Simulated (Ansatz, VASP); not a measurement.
**SnTe in VASP and in Ansatz**

```xyz
2
Lattice="0.0000 3.1509 3.1509 3.1509 0.0000 3.1509 3.1509 3.1509 0.0000" Properties=species:S:1:pos:R:3 pbc="T T T"
Sn    0.0000    0.0000    0.0000
Te    3.1509    3.1509    3.1509
```

Alike in both runs: task single point; functional PBE; k mesh 4 × 4 × 4; no spin polarisation.

```csv
,VASP,Ansatz
version,VASP 6.6.1,Ansatz 0.2.0
potentials or method,"VASP PAW PBE potentials, release 64 (Sn_d, Te), cutoff 500 eV","plane waves, PAW"
occupations,"gaussian, width 0.01 eV",fixed
valence electrons in the cell,20,30
```

```csv
,VASP,Ansatz,Ansatz less VASP
gap on the k mesh at the Fermi level (eV),0.09,0.09,0.000
```

VASP's potentials hold 20 valence electrons a cell and Ansatz's 30, so a difference there can come from the potentials and not from the codes.

The k mesh is coarse, so the values compare programs but aren't converged. Spin-orbit coupling is off throughout.
